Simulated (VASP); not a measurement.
# PbSe in VASP: single point with r2SCAN50

Aim: the single point of PbSe with r2SCAN50.

All numbers are computed with VASP 6.6.1; they aren't measurements. Logs are shortened: lines on timing, memory, paths and dates and some standing lists are left out, and cuts for length are marked.

**1. The cell of the first run**

The cell holds a slab with vacuum, 4 atoms: a = 4.409 Å, b = 4.405 Å, c = 12.446 Å, α = 100.14°, β = 100.41°, γ = 90.00°.

**2. Single point, r2SCAN50**

Input file POSCAR:

```
PbSe
1.0
    4.4090481499      0.0050402805     -0.0082826192
   -0.0052571138      4.4052091211      0.0019640753
   -2.2244097933     -2.1998384102     12.0462632283
Pb Se
2 2
Direct
    0.1822088175      0.2002484073      0.3861527877
    0.8013593723      0.8135947986      0.6148422371
    0.6783450598      0.6981839882      0.3801265377
    0.3019787504      0.3181278059      0.6208564374
```

Input file INCAR.step1:

```
PREC = Accurate ; ENCUT = 520
EDIFF = 1E-5 ; ISMEAR = 0
SIGMA = 0.05 ; LREAL = F
LASPH = T ; NELM = 100
ALGO = Normal ; ISIF = 2
LWAVE = T ; LCHARG = F
GGA = PE ; NBANDS = 28
```

Input file INCAR.step2:

```
PREC = Accurate ; ENCUT = 520
EDIFF = 1E-7 ; ISMEAR = 0
SIGMA = 0.05 ; LREAL = F
LASPH = T ; NELM = 100
ALGO = Normal ; ISIF = 2
LWAVE = F ; LCHARG = F
METAGGA = R2SCAN ; LHFCALC = T
AEXX = 0.5 ; LMIXTAU = T
PRECFOCK = Normal ; ISTART = 1
NBANDS = 28
```

Input file KPOINTS:

```
regular mesh
0
Gamma
  4 4 1
```

Potentials or basis: VASP PAW PBE potentials, release 64 (Pb_d, Se).

Launch:

```
cat potpaw_PBE.64/Pb_d/POTCAR potpaw_PBE.64/Se/POTCAR > POTCAR
cp INCAR.step1 INCAR
mpirun -np 1 vasp_std > vasp.out
cp INCAR.step2 INCAR
mpirun -np 1 vasp_std > vasp.out
```

OUTCAR:

```text
PREC = Accurate
   ENCUT = 520
   EDIFF = 1E-7
   ISMEAR = 0
   LREAL = F
   LASPH = T
   NELM = 100
   ISIF = 2
   METAGGA = R2SCAN
   LHFCALC = T
   AEXX = 0.5
   PRECFOCK = Normal
   ISTART = 1

 ion  position               nearest neighbor table
   1  0.182  0.200  0.386-   4 2.83   3 3.11   3 3.12   3 3.12   3 3.12
   2  0.801  0.814  0.615-   3 2.83   4 3.10   4 3.11   4 3.12   4 3.13
   3  0.678  0.698  0.380-   2 2.83   1 3.11   1 3.12   1 3.12   1 3.12
   4  0.302  0.318  0.621-   1 2.83   2 3.10   2 3.11   2 3.12   2 3.13

  LATTYP: Found a triclinic cell.
 ALAT       =    13.9004112128
 B/A-ratio  =     0.3169124013
 C/A-ratio  =     0.3171890920
 COS(alpha) =     0.0000510557
 COS(beta)  =     0.1553720273
 COS(gamma) =     0.4746081892

  Lattice vectors:

 A1 = (   2.1898954704,  -6.6000072508,  12.0360165338)
 A2 = (   0.0052571138,  -4.4052091211,  -0.0019640753)
 A3 = (   4.4090481499,   0.0050402805,  -0.0082826192)

Analysis of symmetry for initial positions (statically):
=====================================================================
 Subroutine PRICEL returns:
 Original cell was already a primitive cell.

 Routine SETGRP: Setting up the symmetry group for a
 triclinic supercell.

 Subroutine GETGRP returns: Found  1 space group operations
 (whereof  1 operations were pure point group operations)
 out of a pool of  2 trial point group operations.

The static configuration has the point symmetry C_1 .

Analysis of symmetry for dynamics (positions and initial velocities):
=====================================================================
 Subroutine PRICEL returns:
 Original cell was already a primitive cell.

 Routine SETGRP: Setting up the symmetry group for a
 triclinic supercell.

 Subroutine GETGRP returns: Found  1 space group operations
 (whereof  1 operations were pure point group operations)
 out of a pool of  2 trial point group operations.

The dynamic configuration has the point symmetry C_1 .

 Subroutine INISYM returns: Found  1 space group operations
 (whereof  1 operations are pure point group operations),
 and found     1 'primitive' translations

----------------------------------------------------------------------------------------

                                     Primitive cell

  volume of cell :     233.9100

  direct lattice vectors                    reciprocal lattice vectors
     4.409048150  0.005040281 -0.008282619     0.226884824  0.000252061  0.041941581
    -0.005257114  4.405209121  0.001964075    -0.000181677  0.226985296  0.041417562
    -2.224409793 -2.199838410 12.046263228     0.000156028 -0.000036835  0.083035380

  length of vectors
     4.409058810  4.405212696 12.445872638     0.230729026  0.230733119  0.083035534

  position of ions in fractional coordinates (direct lattice)
     0.182208817  0.200248407  0.386152788
     0.801359372  0.813594799  0.614842237
     0.678345060  0.698183988  0.380126538
     0.301978750  0.318127806  0.620856437

  ion indices of the primitive-cell ions
   primitive index   ion index
                 1           1
                 2           2
                 3           3
                 4           4

----------------------------------------------------------------------------------------

 KPOINTS: regular mesh

Automatic generation of k-mesh.
 Grid dimensions read from file:
 generate k-points for:    4    4    1

 Generating k-lattice:

  Cartesian coordinates                     Fractional coordinates (reciprocal lattice)
     0.056721206  0.000063015  0.010485395     0.250000000  0.000000000  0.000000000
    -0.000045419  0.056746324  0.010354390     0.000000000  0.250000000 -0.000000000
     0.000156028 -0.000036835  0.083035380     0.000000000  0.000000000  1.000000000

  Length of vectors
     0.057682256  0.057683280  0.083035534

  Shift w.r.t. Gamma in fractional coordinates (k-lattice)
     0.000000000  0.000000000  0.000000000

 Subroutine IBZKPT returns following result:
 ===========================================

 Found     10 irreducible k-points:

 Following reciprocal coordinates:
            Coordinates               Weight
  0.000000  0.000000  0.000000      1.000000
  0.250000  0.000000 -0.000000      2.000000
  0.500000  0.000000 -0.000000      1.000000
  0.000000  0.250000  0.000000      2.000000
  0.250000  0.250000  0.000000      2.000000
  0.500000  0.250000  0.000000      2.000000
 -0.250000  0.250000  0.000000      2.000000
  0.000000  0.500000  0.000000      1.000000
  0.250000  0.500000  0.000000      2.000000
  0.500000  0.500000  0.000000      1.000000
   k-points           NKPTS =     10   k-points in BZ     NKDIM =     16   number of bands    NBANDS=     28
   number of dos      NEDOS =    301   number of ions     NIONS =      4
   total plane-waves  NPLWV = 124416
   dimension x,y,z NGX =    36 NGY =   36 NGZ =   96
   dimension x,y,z NGXF=    72 NGYF=   72 NGZF=  192
   ions per type =               2   2
   NGX,Y,Z   is equivalent  to a cutoff of  13.57, 13.59, 12.82 a.u.
   NGXF,Y,Z  is equivalent  to a cutoff of  27.15, 27.17, 25.65 a.u.
 SYSTEM =  unknown system
   PREC   = accura    normal or accurate (medium, high low for compatibility)
   ISTART =      1    job   : 0-new  1-cont  2-samecut
   ICHARG =      0    charge: 1-file 2-atom 10-const
   ISPIN  =      1    spin polarized calculation?
   LNONCOLLINEAR =      F non collinear calculations
   LSORBIT =      F    spin-orbit coupling
   LASPH  =      T    aspherical Exc in radial PAW
   ENCUT  =  520.0 eV  38.22 Ry    6.18 a.u.   8.20  8.19 23.14*2*pi/ulx,y,z
   NELM   =    100;   NELMIN=  2; NELMDL=  0     # of ELM steps
   EDIFF  = 0.1E-06   stopping-criterion for ELM
   LREAL  =      F    real-space projection
   EDIFFG = 0.1E-05   stopping-criterion for IOM
   NSW    =      0    number of steps for IOM
   IBRION =     -1    ionic relax: 0-MD 1-quasi-New 2-CG
   NFREE  =      0    steps in history (QN), initial steepest desc. (CG)
   ISIF   =      2    stress and relaxation
   ISYM   =      3    0-nonsym 1-usesym 2-fastsym
   POTIM  = 0.5000    time-step for ionic-motion
   TEBEG  =    0.0;   TEEND  =   0.0 temperature during run
   PSTRESS=    0.0 pullay stress
   NELECT =      40.0000    total number of electrons
   NUPDOWN=      -1.0000    fix difference up-down
   EMIN   =  10.00;   EMAX   =-10.00  energy-range for DOS
   EFERMI =   0.00;   METHOD = LEGACY
   ISMEAR =     0;   SIGMA  =   0.05  broadening in eV -4-tet -1-fermi 0-gaus
   EFERMI_NEDOS =   21; number of points for ismear=-14 and -15
   IALGO  =     38    algorithm
   IMIX   =      1    mixing-type and parameters
     AMIX     =   0.40;   BMIX     =  1.00
     AMIX_MAG =   1.60;   BMIX_MAG =  1.00
  volume/ion in A,a.u.               =      58.48       394.63
  Fermi-wavevector in a.u.,A,eV,Ry     =   0.908682  1.717160 11.234370  0.825703
  Thomas-Fermi vector in A             =   2.032637
   LORBIT       =      0    0 simple, 1 ext, 2 COOP (PROOUT), +10 PAW based schemes
   METAGGA = R2SCAN    functional components
   LHFCALC =     T    Hartree Fock is set to
   PRECFOCK=normal    Normal, Fast or Accurate (Low or Medium for compatibility)
   ENCUT4O =  -1.0   cutoff for four orbital integrals eV
   NKREDX  =     1    reduce k-point grid by
   NKREDY  =     1    reduce k-point grid by
   NKREDZ  =     1    reduce k-point grid by
   AEXX    =    0.5000 exact exchange contribution
   HFSCREEN=    0.0000 screening length (either q_TF or 0.3 A-1)
   HFSCREENC=   0.0000 screening length for correlation (either q_TF or 0.3 A-1)
   ENCUTFOCK=  -1.0 apply spherical cutoff to Coloumb kernel
   IVDW    =     0    specifies the selected vdW correction
   LEPSILON=     F    determine dielectric tensor
   LRPA    =     F    only Hartree local field effects (RPA)
 non-spin polarized calculation
 Gauss-broadening in eV      SIGMA  =   0.05
  energy-cutoff  :      520.00
  volume of cell :      233.91
 maximum number of plane-waves:      6327
 NGX is ok and might be reduce to    36
  NGX = 28; NGY = 28; NGZ = 70

 number of electron      40.0000000 magnetization

 Free energy of the ion-electron system (eV)
  ---------------------------------------------------
  ext. energy  EPLUGINS =         0.00000000
  ---------------------------------------------------
  free energy    TOTEN  =       -92.24271253 eV

  energy without entropy =      -92.24271253  energy(sigma->0) =      -92.24271253

 E-fermi :  -1.5559     XC(G=0):  -3.2304

 val. band max:       -1.7738794719   @ k =   0.5000   0.0000  -0.0000
 cond. band min:       2.4169586311   @ k =   0.0000   0.5000   0.0000
 fundamental gap:      4.1908381030
 Fermi energy:        -1.5558728168

 k-point     1 :       0.0000    0.0000    0.0000
  band No.  band energies     occupation
      1     -21.8904      2.00000
      2     -21.7912      2.00000
      3     -21.7898      2.00000
      4     -21.7730      2.00000
      5     -21.7720      2.00000
      6     -21.7705      2.00000
[... 20 lines left out ...]
     27       7.2544      0.00000
     28       7.2570      0.00000

 k-point     2 :       0.2500    0.0000   -0.0000
  band No.  band energies     occupation
      1     -21.8613      2.00000
      2     -21.8042      2.00000
      3     -21.7926      2.00000
      4     -21.7798      2.00000
      5     -21.7780      2.00000
      6     -21.7626      2.00000
[... 20 lines left out ...]
     27       5.8515      0.00000
     28       7.5787      0.00000

 k-point     3 :       0.5000    0.0000   -0.0000
  band No.  band energies     occupation
      1     -21.8137      2.00000
      2     -21.8130      2.00000
      3     -21.8110      2.00000
      4     -21.8099      2.00000
      5     -21.7619      2.00000
      6     -21.7611      2.00000
[... 182 lines left out ...]
      3     -21.7784      2.00000
      4     -21.7783      2.00000
      5     -21.7571      2.00000
      6     -21.7565      2.00000
[... 20 lines left out ...]
     27       6.6888      0.00000
     28       7.1888      0.00000

 k-point    10 :       0.5000    0.5000    0.0000
  band No.  band energies     occupation
      1     -21.9002      2.00000
      2     -21.9000      2.00000
      3     -21.7632      2.00000
      4     -21.7629      2.00000
      5     -21.7628      2.00000
      6     -21.7625      2.00000
[... 20 lines left out ...]
     27       7.8237      0.00000
     28       8.0124      0.00000

------------------------ aborting loop because EDIFF is reached ----------------------------------------

  FORCE on cell =-STRESS in cart. coord.  units (eV):
  Direction    XX          YY          ZZ          XY          YZ          ZX
  --------------------------------------------------------------------------------------
  -------------------------------------------------------------------------------------
  Total       -1.4875877     -1.4590914     -2.5621600     -0.0006949     -0.0067409     -0.0372224
  in kB      -10.1893005     -9.9941135    -17.5496328     -0.0047600     -0.0461723     -0.2549566
  external PRESSURE =     -12.5776823 kB  Pullay stress =       0.0000000 kB

 VOLUME and BASIS-vectors are now :
 -----------------------------------------------------------------------------
  energy-cutoff  :      520.00
  volume of cell :      233.91
      direct lattice vectors                 reciprocal lattice vectors
     4.409048150  0.005040281 -0.008282619     0.226884824  0.000252061  0.041941581
    -0.005257114  4.405209121  0.001964075    -0.000181677  0.226985296  0.041417562
    -2.224409793 -2.199838410 12.046263228     0.000156028 -0.000036835  0.083035380

 POSITION                                       TOTAL-FORCE (eV/Angst)
 -----------------------------------------------------------------------------------
     -0.05665      0.03358      4.65058         0.008730     -0.001028      0.295446
      2.16129      2.23554      7.40151        -0.000952     -0.004875     -0.296468
      2.14163      2.24285      4.57486         0.006639      0.004547      0.527654
     -0.05127      0.03716      7.47712        -0.014417      0.001356     -0.526632
 -----------------------------------------------------------------------------------
    total drift:                                0.000017     -0.000105     -0.000131

  FREE ENERGIE OF THE ION-ELECTRON SYSTEM (eV)
  ---------------------------------------------------
  free  energy   TOTEN  =       -92.2427125338 eV

  energy  without entropy=      -92.2427125338  energy(sigma->0) =      -92.24271253
```

Run time: 65 min. Hardware: 1 thread of Oxide Virtual Turin-like, shared host; peak memory 0.44 GiB.

What came out:

```
Free energy            : -92.2427 eV
Largest force          : 0.528 eV/Å
Band gap on the k mesh : 4.19 eV (least direct gap 4.20 eV)
```

Forces in eV/Å, atoms in the order of the input:
```
Pb   0.009 -0.001  0.295
Pb  -0.001 -0.005 -0.296
Se   0.007  0.005  0.528
Se  -0.014  0.001 -0.527
```

Caveat: there is no dipole correction, which matters where the two faces differ; the PAW data sets were made with another functional, which shifts forces and pressure a little; spin-orbit coupling is left out, which moves the levels of the heavy elements.
